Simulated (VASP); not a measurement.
# MgW (P2/c) in VASP: relaxation of cell and atoms with PBE

Aim: the relaxation of cell and atoms of MgW with PBE.

All numbers are computed with VASP 6.6.1; they aren't measurements. Logs are shortened: lines on timing, memory, paths and dates and some standing lists are left out, and cuts for length are marked.

## (1) The cell of the first run

It takes space group P2/c (No. 13, monoclinic). The conventional cell has a = 4.680 Å, b = 5.660 Å, c = 4.920 Å, α = 90.00°, β = 90.33°, γ = 90.00°. Mg (site symmetry 2) has 2 Mg at 3.19 Å and 8 W at 3.47 to 3.68 Å within 4.2 Å. Within 4.4 Å of W (site symmetry 2) lie 4 W at 3.21 to 4.36 Å and 8 Mg at 3.47 to 3.68 Å.

## (2) Relaxation of cell and atoms, PBE

Contents of INCAR:

```
SYSTEM = MgW
PREC = Accurate
ENCUT = 600
EDIFF = 1E-6
ISMEAR = 0
SIGMA = 0.1
LREAL = .False.
LASPH = .True.
NELM = 100
ALGO = Fast
ISIF = 3
LWAVE = .False.
LCHARG = .False.
GGA = PE
IBRION = 2
NSW = 90
EDIFFG = -0.04
```

Contents of KPOINTS:

```
regular mesh
0
Gamma
  4 4 4
  0 0 0
```

Contents of POSCAR:

```
MgW
1.0
    4.6800000000      0.0000000000      0.0000000000
    0.0000000000      5.6600000000      0.0000000000
   -0.0283400000      0.0000000000      4.9199200000
Mg W
2 2
Direct
    0.5000000000      0.3200000000      0.7500000000
    0.5000000000      0.6800000000      0.2500000000
    0.0000000000      0.8180000000      0.7500000000
    0.0000000000      0.1820000000      0.2500000000
```

Potentials or basis: VASP PAW PBE potentials, release 64 (Mg, W_sv).

Started as:

```bash
cat potpaw_PBE.64/Mg/POTCAR potpaw_PBE.64/W_sv/POTCAR > POTCAR
mpirun -np 1 vasp_std > vasp.out
```

OUTCAR:

```text
SYSTEM = MgW
   PREC = Accurate
   ENCUT = 600
   EDIFF = 1E-6
   ISMEAR = 0
   LREAL = .False.
   LASPH = .True.
   NELM = 100
   ISIF = 3
   GGA = PE
   IBRION = 2
   NSW = 90
   EDIFFG = -0.04

 ion  position               nearest neighbor table
   1  0.500  0.320  0.750-   2 3.19   2 3.19   4 3.47   4 3.47   4 3.49   4 3.49
   2  0.500  0.680  0.250-   1 3.19   1 3.19   3 3.47   3 3.47   3 3.49   3 3.49
   3  0.000  0.818  0.750-   4 3.21   4 3.21   2 3.47   2 3.47   2 3.49   2 3.49
   4  0.000  0.182  0.250-   3 3.21   3 3.21   1 3.47   1 3.47   1 3.49   1 3.49

  LATTYP: Found a simple monoclinic cell.
 ALAT       =     4.6800000000
 B/A-ratio  =     1.2094017094
 C/A-ratio  =     1.0512823979
 COS(beta)  =    -0.0057601607

  Lattice vectors:

 A1 = (   4.6800000000,   0.0000000000,   0.0000000000)
 A2 = (   0.0000000000,   5.6600000000,   0.0000000000)
 A3 = (  -0.0283400000,   0.0000000000,   4.9199200000)

Analysis of symmetry for initial positions (statically):
=====================================================================
 Subroutine PRICEL returns:
 Original cell was already a primitive cell.

 Routine SETGRP: Setting up the symmetry group for a
 simple monoclinic supercell.

 Subroutine GETGRP returns: Found  4 space group operations
 (whereof  2 operations were pure point group operations)
 out of a pool of  4 trial point group operations.

The static configuration has the point symmetry S_2 .
 The point group associated with its full space group is C_2h.

Analysis of symmetry for dynamics (positions and initial velocities):
=====================================================================
 Subroutine PRICEL returns:
 Original cell was already a primitive cell.

 Routine SETGRP: Setting up the symmetry group for a
 simple monoclinic supercell.

 Subroutine GETGRP returns: Found  4 space group operations
 (whereof  2 operations were pure point group operations)
 out of a pool of  4 trial point group operations.

The dynamic configuration has the point symmetry S_2 .
 The point group associated with its full space group is C_2h.

 Subroutine INISYM returns: Found  4 space group operations
 (whereof  2 operations are pure point group operations),
 and found     1 'primitive' translations

----------------------------------------------------------------------------------------

                                     Primitive cell

  volume of cell :     130.3228

  direct lattice vectors                    reciprocal lattice vectors
     4.680000000  0.000000000  0.000000000     0.213675214  0.000000000  0.001230824
     0.000000000  5.660000000  0.000000000     0.000000000  0.176678445  0.000000000
    -0.028340000  0.000000000  4.919920000     0.000000000  0.000000000  0.203255337

  length of vectors
     4.680000000  5.660000000  4.920001622     0.213678759  0.176678445  0.203255337

  position of ions in fractional coordinates (direct lattice)
     0.500000000  0.320000000  0.750000000
     0.500000000  0.680000000  0.250000000
     1.000000000  0.818000000  0.750000000
     1.000000000  0.182000000  0.250000000

  ion indices of the primitive-cell ions
   primitive index   ion index
                 1           1
                 2           2
                 3           3
                 4           4

----------------------------------------------------------------------------------------

 KPOINTS: regular mesh

Automatic generation of k-mesh.
 Grid dimensions read from file:
 generate k-points for:    4    4    4

 Generating k-lattice:

  Cartesian coordinates                     Fractional coordinates (reciprocal lattice)
     0.053418803  0.000000000  0.000307706     0.250000000  0.000000000 -0.000000000
     0.000000000  0.044169611  0.000000000     0.000000000  0.250000000  0.000000000
     0.000000000  0.000000000  0.050813834     0.000000000  0.000000000  0.250000000

  Length of vectors
     0.053419690  0.044169611  0.050813834

  Shift w.r.t. Gamma in fractional coordinates (k-lattice)
     0.000000000  0.000000000  0.000000000

 Subroutine IBZKPT returns following result:
 ===========================================

 Found     30 irreducible k-points:

 Following reciprocal coordinates:
            Coordinates               Weight
  0.000000  0.000000  0.000000      1.000000
  0.250000  0.000000  0.000000      2.000000
  0.500000  0.000000  0.000000      1.000000
  0.000000  0.250000  0.000000      2.000000
  0.250000  0.250000  0.000000      4.000000
  0.500000  0.250000  0.000000      2.000000
[... 16 lines left out ...]
  0.250000  0.000000  0.500000      2.000000
  0.500000  0.000000  0.500000      1.000000
 [... further k-points ...]
   k-points           NKPTS =     30   k-points in BZ     NKDIM =     30   number of bands    NBANDS=     20
   number of dos      NEDOS =    301   number of ions     NIONS =      4
   total plane-waves  NPLWV =  76800
   dimension x,y,z NGX =    40 NGY =   48 NGZ =   40
   dimension x,y,z NGXF=    80 NGYF=   96 NGZF=   80
   ions per type =               2   2
   NGX,Y,Z   is equivalent  to a cutoff of  14.21, 14.10, 13.52 a.u.
   NGXF,Y,Z  is equivalent  to a cutoff of  28.42, 28.20, 27.03 a.u.
 SYSTEM =  MgW
   PREC   = accura    normal or accurate (medium, high low for compatibility)
   ISTART =      0    job   : 0-new  1-cont  2-samecut
   ICHARG =      2    charge: 1-file 2-atom 10-const
   ISPIN  =      1    spin polarized calculation?
   LNONCOLLINEAR =      F non collinear calculations
   LSORBIT =      F    spin-orbit coupling
   LASPH  =      T    aspherical Exc in radial PAW
   ENCUT  =  600.0 eV  44.10 Ry    6.64 a.u.   9.35 11.30  9.83*2*pi/ulx,y,z
   NELM   =    100;   NELMIN=  2; NELMDL= -5     # of ELM steps
   EDIFF  = 0.1E-05   stopping-criterion for ELM
   LREAL  =      F    real-space projection
   EDIFFG = -.4E-01   stopping-criterion for IOM
   NSW    =     90    number of steps for IOM
   IBRION =      2    ionic relax: 0-MD 1-quasi-New 2-CG
   NFREE  =      1    steps in history (QN), initial steepest desc. (CG)
   ISIF   =      3    stress and relaxation
   ISYM   =      2    0-nonsym 1-usesym 2-fastsym
   POTIM  = 0.5000    time-step for ionic-motion
   TEBEG  =    0.0;   TEEND  =   0.0 temperature during run
   PSTRESS=    0.0 pullay stress
   NELECT =      32.0000    total number of electrons
   NUPDOWN=      -1.0000    fix difference up-down
   EMIN   =  10.00;   EMAX   =-10.00  energy-range for DOS
   EFERMI =   0.00;   METHOD = LEGACY
   ISMEAR =     0;   SIGMA  =   0.10  broadening in eV -4-tet -1-fermi 0-gaus
   EFERMI_NEDOS =   21; number of points for ismear=-14 and -15
   IALGO  =     68    algorithm
   IMIX   =      4    mixing-type and parameters
     AMIX     =   0.40;   BMIX     =  1.00
     AMIX_MAG =   1.60;   BMIX_MAG =  1.00
  volume/ion in A,a.u.               =      32.58       219.87
  Fermi-wavevector in a.u.,A,eV,Ry     =   1.025144  1.937241 14.298627  1.050919
  Thomas-Fermi vector in A             =   2.158968
   LORBIT       =      0    0 simple, 1 ext, 2 COOP (PROOUT), +10 PAW based schemes
   GGA     = PE    functional components
   LHFCALC =     F    Hartree Fock is set to
   AEXX    =    0.0000 exact exchange contribution
   IVDW    =     0    specifies the selected vdW correction
   LEPSILON=     F    determine dielectric tensor
   LRPA    =     F    only Hartree local field effects (RPA)
 conjugate gradient relaxation of ions
 non-spin polarized calculation
 RMM-DIIS sequential band-by-band and
 Gauss-broadening in eV      SIGMA  =   0.10
  energy-cutoff  :      600.00
  volume of cell :      130.32
 maximum number of plane-waves:      4374
 NGX is ok and might be reduce to    40
   NGX = 19   NGY = 23   NGZ = 19

--------------------------------------- Ionic step        1  -------------------------------------------

 number of electron      32.0000004 magnetization

 Free energy of the ion-electron system (eV)
  ---------------------------------------------------
  ext. energy  EPLUGINS =         0.00000000
  ---------------------------------------------------
  free energy    TOTEN  =       -18.97375852 eV

  energy without entropy =      -18.94792117  energy(sigma->0) =      -18.96083984

 E-fermi :   1.9148     XC(G=0):  -8.6786

 val. band max:        1.8989525611   @ k =  -0.2500   0.5000   0.2500
 cond. band min:       1.9242657383   @ k =   0.5000   0.2500   0.0000
 fundamental gap:      0.0253131773
 Fermi energy:         1.9147983018

 k-point     1 :       0.0000    0.0000    0.0000
  band No.  band energies     occupation
      1     -72.5888      2.00000
      2     -72.5826      2.00000
      3     -36.7363      2.00000
      4     -36.7215      2.00000
      5     -36.6487      2.00000
      6     -36.6377      2.00000
[... 541 lines left out ...]
     19       2.8908      0.00000
     20       2.9751      0.00000

 [... further k-points ...]

------------------------ aborting loop because EDIFF is reached ----------------------------------------

  FORCE on cell =-STRESS in cart. coord.  units (eV):
  Direction    XX          YY          ZZ          XY          YZ          ZX
  --------------------------------------------------------------------------------------
  -------------------------------------------------------------------------------------
  Total      -13.2294328    -18.0458375    -19.0924205      0.0000000      0.0000000      0.0836723
  in kB     -162.6415418   -221.8540179   -234.7206227      0.0000000      0.0000000      1.0286600
  external PRESSURE =    -206.4053941 kB  Pullay stress =       0.0000000 kB
[... 95 lines left out ...]
  FREE ENERGIE OF THE ION-ELECTRON SYSTEM (eV)
  ---------------------------------------------------
  free  energy   TOTEN  =       -25.4888618829 eV

  energy  without entropy=      -25.4775212176  energy(sigma->0) =      -25.48319155

[... ionic steps 4 to 50 ...]

--------------------------------------- Ionic step       51  -------------------------------------------

 number of electron      31.9999998 magnetization

------------------------ aborting loop because EDIFF is reached ----------------------------------------
[... 71 lines left out ...]
--------------------------------------- Ionic step       53  -------------------------------------------

 number of electron      31.9999997 magnetization

 Free energy of the ion-electron system (eV)
  ---------------------------------------------------
  ext. energy  EPLUGINS =         0.00000000
  ---------------------------------------------------
  free energy    TOTEN  =       -27.06450118 eV

  energy without entropy =      -27.04934889  energy(sigma->0) =      -27.05692503

 E-fermi :   6.7274     XC(G=0): -11.3490

 val. band max:        6.7260172943   @ k =   0.0000   0.5000   0.0000
 cond. band min:       6.7583819076   @ k =   0.0000   0.0000   0.2500
 fundamental gap:      0.0323646132
 Fermi energy:         6.7274117696

 k-point     1 :       0.0000    0.0000    0.0000
  band No.  band energies     occupation
      1     -66.9900      2.00000
      2     -66.8661      2.00000
      3     -31.6527      2.00000
      4     -31.3081      2.00000
      5     -31.2388      2.00000
      6     -31.0370      2.00000
[... 541 lines left out ...]
     19       7.4018      0.00000
     20       7.4018      0.00000

 [... further k-points ...]

------------------------ aborting loop because EDIFF is reached ----------------------------------------

  FORCE on cell =-STRESS in cart. coord.  units (eV):
  Direction    XX          YY          ZZ          XY          YZ          ZX
  --------------------------------------------------------------------------------------
  -------------------------------------------------------------------------------------
  Total        0.0276655      0.0388933      0.0169452      0.0000000      0.0000000      0.0413727
  in kB        0.6473055      0.9100111      0.3964772      0.0000000      0.0000000      0.9680219
  external PRESSURE =       0.6512646 kB  Pullay stress =       0.0000000 kB
[... 19 lines left out ...]
  FREE ENERGIE OF THE ION-ELECTRON SYSTEM (eV)
  ---------------------------------------------------
  free  energy   TOTEN  =       -27.0645011796 eV

  energy  without entropy=      -27.0493488851  energy(sigma->0) =      -27.05692503

 reached required accuracy - stopping structural energy minimisation
```

It took 59 min on 1 thread of Intel Xeon Platinum 8259CL at 2.50GHz (Skylake/Cascade Lake), shared host; peak memory 0.35 GiB.

Results:

* Free energy: -27.0645 eV
* Relaxed volume: 17.12 Å³/atom
* Relaxed cell: a = 4.771 Å, b = 3.321 Å, c = 4.322 Å, α = 90.00°, β = 90.20°, γ = 90.00°
* Space group after relaxing (to 0.1 Å): Cmmm (No. 65)
* Energy gained by relaxing: 2022.7 meV/atom
* Ionic steps: 53
* Pressure after relaxing: 0.1 GPa
* Largest force after relaxing: 0.018 eV/Å
* Band gap on the k mesh: zero (bands 16 and 17 overlap by 1.28 eV)

Forces in eV/Å, atoms in the order of the input:
```
Mg   0.000 -0.018  0.000
Mg   0.000  0.018  0.000
W    0.000  0.005  0.000
W    0.000 -0.005  0.000
```

The path:
```
step  energy change (eV)  largest force (eV/Å)  pressure (GPa)  volume (Å³)
   1              0.0000                2.8074          -20.64       130.32
   3             -6.5151                1.3624           -2.51        76.91
   5             -6.8209                0.6212            0.17        72.52
   7             -6.8554                0.2645            1.46        70.88
   9             -6.8730                0.2178           -1.02        72.46
  11             -6.8778                0.0649           -0.04        72.18
  13             -6.8796                0.0399           -0.05        71.89
  15             -6.8798                0.0373            0.00        71.78
  17             -6.8811                0.0414            0.00        71.66
  19             -6.8846                0.0326            0.18        71.07
  21             -6.8880                0.0513            0.23        70.92
  23             -6.9322                0.3220            0.46        70.22
  25             -7.5530                0.5073            4.30        66.49
  27             -7.7731                0.1439           10.13        64.02
  29             -7.7807                0.1728           14.45        62.58
  31             -7.7693                0.1028           15.31        62.34
  33             -7.7696                0.0642           15.53        62.29
  35             -7.7700                0.0646           15.45        62.30
  37             -7.7732                0.0633           15.41        62.33
  39             -7.7856                0.0590           14.96        62.46
  41             -7.8326                0.0605           13.50        62.94
  43             -7.9765                0.0686            7.99        64.90
  45             -8.0762                0.0871           -0.44        68.58
  47             -8.0785                0.0844           -0.61        68.69
  49             -8.0852                0.0692            0.25        68.48
  51             -8.0868                0.0589            0.03        68.53
  53             -8.0907                0.0177            0.07        68.48
```

Final structure:
```cif
data_structure
_symmetry_space_group_name_H-M 'P 1'
_symmetry_Int_Tables_number 1
_cell_length_a 4.7706
_cell_length_b 3.3211
_cell_length_c 4.3220
_cell_angle_alpha 90.000
_cell_angle_beta 90.205
_cell_angle_gamma 90.000
_cell_volume 68.48
loop_
_atom_site_label
_atom_site_type_symbol
_atom_site_fract_x
_atom_site_fract_y
_atom_site_fract_z
_atom_site_occupancy
Mg1 Mg 0.50000 0.25051 0.75000 1
Mg2 Mg 0.50000 0.74949 0.25000 1
W1 W 0.00000 0.74978 0.75000 1
W2 W 0.00000 0.25022 0.25000 1
```

Caveat: the volume moved by over 15 % at a fixed basis, so the end points are rough; spin-orbit coupling is left out, which moves the levels of the heavy elements.

The gap in the log of VASP goes by the Fermi energy; the results here count the filled bands.